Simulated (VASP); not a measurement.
A run of VASP 6.6.1 is set up as follows.

Contents of INCAR:

```
SYSTEM = Ir
PREC     = Accurate       ! precision mode
ENCUT    = 520            ! plane-wave cutoff, eV
EDIFF    = 1E-7           ! SCF threshold, eV
ISMEAR   = 0              ! smearing method
SIGMA    = 0.1            ! smearing width, eV
LREAL    = .FALSE.        ! projectors in reciprocal space
LASPH    = .TRUE.         ! aspherical terms in the spheres
NELM     = 60             ! most SCF steps
ALGO     = Normal         ! electronic algorithm
ISIF     = 2              ! what is computed and relaxed
LWAVE    = .FALSE.        ! write WAVECAR
LCHARG   = .TRUE.         ! write CHGCAR
GGA      = PE             ! functional
LELF     = .TRUE.         ! ELF
LVHAR    = .TRUE.       
NBANDS   = 16             ! bands
```

File KPOINTS:

```
regular mesh
0
G
  12 12 12
  0 0 0
```

File POSCAR:

```
Ir
1.0
    2.7369706247      0.0000000000      0.0000000000
    0.0000000000      2.7369706247      0.0000000000
    0.0000000000      0.0000000000      3.8706609772
Ir
2
Direct
    0.0000000000      0.0000000000      0.0000000000
    0.5000000000      0.5000000000      0.5000000000
```

Potentials or basis: VASP PAW PBE potentials, release 64 (Ir).

Run with:

```console
$ cat potpaw_PBE.64/Ir/POTCAR > POTCAR
$ mpirun -np 1 vasp_std > vasp.out
```

Task: What does it give for the pressure?

Result: 0.3 GPa.

Task: Estimate the band gap on the k mesh.

Result: Zero (band 9 reaches 11.40 eV, above the bottom of band 10 at 8.17 eV).

Caveat: spin-orbit coupling is left out, which moves the levels of the heavy elements.
